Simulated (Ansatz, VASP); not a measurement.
# Cu: VASP beside Ansatz

```xyz
1
Lattice="1.8728 0.0000 0.0000 0.0000 1.8728 0.0000 0.0000 0.0000 1.8728" Properties=species:S:1:pos:R:3 pbc="T T T"
Cu    0.0000    0.0000    0.0000
```

Change from the starting cell: volume scaled by 0.5, LAPW.

Alike in both runs: task single point; functional PBEsol; k mesh 18 × 18 × 18; occupations fermi-dirac, width 0.08 eV; no spin polarisation.

```csv
,VASP,Ansatz
version,VASP 6.6.1,Ansatz 0.2.0
potentials or method,"VASP PAW PBE potentials, release 64 (Cu), cutoff 520 eV","all-electron LAPW, scalar-relativistic"
```

Ansatz gave:

| Property | Result |
| --- | --- |
| pressure (GPa) | 457.9 |

**Question.** Estimate VASP's values.

**Answer.** Pressure (GPa): 467.0.

VASP's potentials were made for PBE, not for PBEsol. Both programs put the cell under a high pressure, so it lies far from rest at this level. Ansatz ran all-electron here, and VASP with PAW potentials.

Noted on VASP's run: the cell as given lies far from equilibrium.
